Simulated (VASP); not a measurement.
# HfBr5 (F-43m) in VASP: further runs, part 2 of 2

VASP 6.6.1. Earlier steps stand in the parts before.

## 3. Single point, PBE

This run uses another cell than the first one, of 25.95 Å³/atom, 0.842 times its volume.

Contents of INCAR:

```
SYSTEM = HfBr5
PREC = Accurate
ENCUT = 520
EDIFF = 1E-6
ISMEAR = 0
SIGMA = 0.1
LREAL = .FALSE.
LASPH = .TRUE.
NELM = 80
ALGO = Normal
ISIF = 2
LWAVE = .FALSE.
LCHARG = .FALSE.
GGA = PE
NBANDS = 32
```

Contents of KPOINTS:

```
Automatic mesh
0
G
  8 8 8
  0 0 0
```

Contents of POSCAR:

```
HfBr5
1.0
    0.0000000000      4.2698002844      4.2698002844
    4.2698002844      0.0000000000      4.2698002844
    4.2698002844      4.2698002844      0.0000000000
Hf Br
1 5
Direct
    0.0000000000      0.0000000000      0.0000000000
    0.3746146310      0.3746146310      0.8761561070
    0.3746146310      0.8761561070      0.3746146310
    0.8761561070      0.3746146310      0.3746146310
    0.3746146310      0.3746146310      0.3746146310
    0.7500000000      0.7500000000      0.7500000000
```

Potentials or basis: VASP PAW PBE potentials, release 64 (Hf_pv, Br).

Command:

```
> cat potpaw_PBE.64/Hf_pv/POTCAR potpaw_PBE.64/Br/POTCAR > POTCAR
> mpirun -np 1 vasp_std > vasp.out
```

OUTCAR:

```text
SYSTEM = HfBr5
   PREC = Accurate
   ENCUT = 520
   EDIFF = 1E-6
   ISMEAR = 0
   LREAL = .FALSE.
   LASPH = .TRUE.
   NELM = 80
   ISIF = 2
   GGA = PE

 ion  position               nearest neighbor table
   1  0.000  0.000  0.000-
   2  0.375  0.375  0.876-
   3  0.375  0.876  0.375-
   4  0.876  0.375  0.375-
   5  0.375  0.375  0.375-
   6  0.750  0.750  0.750-

  LATTYP: Found a face centered cubic cell.
 ALAT       =     8.5396005688

  Lattice vectors:

 A1 = (   0.0000000000,   4.2698002844,   4.2698002844)
 A2 = (   4.2698002844,   0.0000000000,   4.2698002844)
 A3 = (   4.2698002844,   4.2698002844,   0.0000000000)

Analysis of symmetry for initial positions (statically):
=====================================================================
 Subroutine PRICEL returns:
 Original cell was already a primitive cell.

 Routine SETGRP: Setting up the symmetry group for a
 face centered cubic supercell.

 Subroutine GETGRP returns: Found 24 space group operations
 (whereof 24 operations were pure point group operations)
 out of a pool of 48 trial point group operations.

The static configuration has the point symmetry T_d .

Analysis of symmetry for dynamics (positions and initial velocities):
=====================================================================
 Subroutine PRICEL returns:
 Original cell was already a primitive cell.

 Routine SETGRP: Setting up the symmetry group for a
 face centered cubic supercell.

 Subroutine GETGRP returns: Found 24 space group operations
 (whereof 24 operations were pure point group operations)
[... 119 lines left out ...]
   TEBEG  =    0.0;   TEEND  =   0.0 temperature during run
   PSTRESS=    0.0 pullay stress
   NELECT =      45.0000    total number of electrons
   NUPDOWN=      -1.0000    fix difference up-down
   EMIN   =  10.00;   EMAX   =-10.00  energy-range for DOS
   EFERMI =   0.00;   METHOD = LEGACY
   ISMEAR =     0;   SIGMA  =   0.10  broadening in eV -4-tet -1-fermi 0-gaus
   EFERMI_NEDOS =   21; number of points for ismear=-14 and -15
   IALGO  =     38    algorithm
   IMIX   =      4    mixing-type and parameters
     AMIX     =   0.40;   BMIX     =  1.00
     AMIX_MAG =   1.60;   BMIX_MAG =  1.00
  volume/ion in A,a.u.               =      25.95       175.10
  Fermi-wavevector in a.u.,A,eV,Ry     =   1.082417  2.045472 15.940960  1.171627
  Thomas-Fermi vector in A             =   2.218458
   LORBIT       =      0    0 simple, 1 ext, 2 COOP (PROOUT), +10 PAW based schemes
   GGA     = PE    functional components
   LHFCALC =     F    Hartree Fock is set to
   AEXX    =    0.0000 exact exchange contribution
   IVDW    =     0    specifies the selected vdW correction
   LEPSILON=     F    determine dielectric tensor
   LRPA    =     F    only Hartree local field effects (RPA)
 non-spin polarized calculation
 Gauss-broadening in eV      SIGMA  =   0.10
  energy-cutoff  :      520.00
  volume of cell :      155.69
 maximum number of plane-waves:      4279
 NGX is ok and might be reduce to    48
   NGX = 23   NGY = 23   NGZ = 23

 number of electron      45.0000007 magnetization

 Free energy of the ion-electron system (eV)
  ---------------------------------------------------
  ext. energy  EPLUGINS =         0.00000000
  ---------------------------------------------------
  free energy    TOTEN  =       -14.89116618 eV

  energy without entropy =      -14.85609727  energy(sigma->0) =      -14.87363173

 E-fermi :   3.4101     XC(G=0):  -9.5728

 val. band max:        3.4099743591   @ k =   0.5000   0.3750   0.0000
 cond. band min:       3.4201264653   @ k =   0.3750   0.2500   0.1250
 fundamental gap:      0.0101521062
 Fermi energy:         3.4101177389

 k-point     1 :       0.0000    0.0000    0.0000
  band No.  band energies     occupation
      1     -30.5327      2.00000
      2     -30.5327      2.00000
      3     -30.5327      2.00000
      4     -13.0373      2.00000
      5     -10.9317      2.00000
      6     -10.9317      2.00000
[... 829 lines left out ...]
     31       8.7801      0.00000
     32       9.0115      0.00000

 [... further k-points ...]
[... 5 lines left out ...]
  --------------------------------------------------------------------------------------
  -------------------------------------------------------------------------------------
  Total       -0.0645520     -0.0645520     -0.0645520      0.0000000      0.0000000      0.0000000
  in kB       -0.6643050     -0.6643050     -0.6643050      0.0000000      0.0000000      0.0000000
  external PRESSURE =      -0.6643050 kB  Pullay stress =       0.0000000 kB

 VOLUME and BASIS-vectors are now :
 -----------------------------------------------------------------------------
  energy-cutoff  :      520.00
  volume of cell :      155.69
      direct lattice vectors                 reciprocal lattice vectors
     0.000000000  4.269800284  4.269800284    -0.117101496  0.117101496  0.117101496
     4.269800284  0.000000000  4.269800284     0.117101496 -0.117101496  0.117101496
     4.269800284  4.269800284  0.000000000     0.117101496  0.117101496 -0.117101496

 POSITION                                       TOTAL-FORCE (eV/Angst)
 -----------------------------------------------------------------------------------
      0.00000      0.00000      0.00000         0.000000      0.000000      0.000000
      5.34054      5.34054      3.19906        -0.005084     -0.005084      0.005084
      5.34054      3.19906      5.34054        -0.005084      0.005084     -0.005084
      3.19906      5.34054      5.34054         0.005084     -0.005084     -0.005084
      3.19906      3.19906      3.19906         0.005084      0.005084      0.005084
      6.40470      6.40470      6.40470         0.000000      0.000000      0.000000
 -----------------------------------------------------------------------------------
    total drift:                                0.000000      0.000000      0.000000

  FREE ENERGIE OF THE ION-ELECTRON SYSTEM (eV)
  ---------------------------------------------------
  free  energy   TOTEN  =       -14.8911661841 eV

  energy  without entropy=      -14.8560972724  energy(sigma->0) =      -14.87363173
```

It took 4.2 min on 1 thread of Intel Xeon 6975P-C, shared host; peak memory 0.39 GiB.

Results:

| Property | Result |
| --- | --- |
| Free energy | -14.8912 eV |
| Pressure | -0.1 GPa |
| Largest force | 0.009 eV/Å |

Forces in eV/Å, atoms in the order of the input:
```
Hf   0.000  0.000  0.000
Br  -0.005 -0.005  0.005
Br  -0.005  0.005 -0.005
Br   0.005 -0.005 -0.005
Br   0.005  0.005  0.005
Br   0.000  0.000  0.000
```

Caveat: spin-orbit coupling is left out, which moves the levels of the heavy elements; an odd number of electrons without spin polarisation forces a metal; a magnetic or distorted state may lie lower.

## 4. Relaxation of cell and atoms, PBE

This run uses another cell than the first one, of 25.90 Å³/atom, 0.840 times its volume.

Contents of INCAR:

```
SYSTEM = HfBr5
ALGO = Normal
EDIFF = 1E-6
EDIFFG = -0.01
ENCUT = 600
GGA = PE
IBRION = 2
ISIF = 3
ISMEAR = 0
LASPH = .True.
LCHARG = .False.
LREAL = .False.
LWAVE = .False.
NELM = 100
NSW = 100
PREC = Accurate
SIGMA = 0.1
```

Contents of KPOINTS:

```
k-points
0
Gamma
  8 8 8
  0 0 0
```

Contents of POSCAR:

```
HfBr5
1.0
    0.0000000000      4.2669987207      4.2669987207
    4.2669987207      0.0000000000      4.2669987207
    4.2669987207      4.2669987207      0.0000000000
Hf Br
1 5
Direct
    0.0000000000      0.0000000000      0.0000000000
    0.3746989585      0.3746989585      0.8759031245
    0.3746989585      0.8759031245      0.3746989585
    0.8759031245      0.3746989585      0.3746989585
    0.3746989585      0.3746989585      0.3746989585
    0.7500000000      0.7500000000      0.7500000000
```

Command:

```
> cat potpaw_PBE.64/Hf_pv/POTCAR potpaw_PBE.64/Br/POTCAR > POTCAR
> mpirun -np 1 vasp_std > vasp.out
```

Wall time 5.9 min (1 thread of Intel Xeon 6975P-C, shared host); peak memory 0.42 GiB.

Results (log left out):

* Free energy: -14.8910 eV
* Energy gained by relaxing: 0.0 meV/atom
* Ionic steps: 2
* Pressure after relaxing: 0.0 GPa

Forces on the atoms (eV/Å):
```
Hf   0.000  0.000  0.000
Br   0.001  0.001 -0.001
Br   0.001 -0.001  0.001
Br  -0.001  0.001  0.001
Br  -0.001 -0.001 -0.001
Br   0.000  0.000  0.000
```

Final structure:
```cif
data_structure
_symmetry_space_group_name_H-M 'P 1'
_symmetry_Int_Tables_number 1
_cell_length_a 6.0346
_cell_length_b 6.0346
_cell_length_c 6.0346
_cell_angle_alpha 60.000
_cell_angle_beta 60.000
_cell_angle_gamma 60.000
_cell_volume 155.40
loop_
_atom_site_label
_atom_site_type_symbol
_atom_site_fract_x
_atom_site_fract_y
_atom_site_fract_z
_atom_site_occupancy
Hf1 Hf 0.00000 0.00000 0.00000 1
Br1 Br 0.37467 0.37467 0.87600 1
Br2 Br 0.37467 0.87600 0.37467 1
Br3 Br 0.87600 0.37467 0.37467 1
Br4 Br 0.37467 0.37467 0.37467 1
Br5 Br 0.75000 0.75000 0.75000 1
```

Levels at points of the mesh, in eV from the Fermi level:
```
           k point  band 19  band 20  band 21  band 22  band 23  band 24  band 25  band 26  band 27
(0.00, 0.00, 0.00)    -0.55    -0.55    -0.55     0.41     0.41     0.41     0.61     0.61     0.61
(0.50, 0.00, 0.00)    -1.51    -1.51    -0.52    -0.06    -0.06     0.03     0.57     0.65     0.65
(0.50, 0.50, 0.00)    -1.92    -1.72    -1.72     0.02     0.02     0.21     0.31     0.71     0.71
```

Caveat: spin-orbit coupling is left out, which moves the levels of the heavy elements; an odd number of electrons without spin polarisation forces a metal; a magnetic or distorted state may lie lower.

## 5. Summary

```csv
task,cell,k mesh,cutoff (eV),gap on the mesh (eV),pressure (GPa)
single point,"a = 6.396 Å, angles 60.0°, 6 atoms",4 × 4 × 4,520,none,-4.8
single point,"a = 6.038 Å, angles 60.0°, 6 atoms",8 × 8 × 8,520,none,-0.1
relaxation of cell and atoms,"relaxed from a = 6.034 Å, angles 60.0°, 6 atoms",8 × 8 × 8,600,none,0.0
```

Alike in all rows: level PBE; potentials or basis VASP PAW PBE potentials, release 64 (Hf_pv, Br); no spin polarisation; smearing gaussian 0.1 eV.

Caveats: spin-orbit coupling is left out, which moves the levels of the heavy elements; an odd number of electrons without spin polarisation forces a metal; a magnetic or distorted state may lie lower.

Total energies depend on the potentials used, so only differences within one code and one set of settings carry meaning.
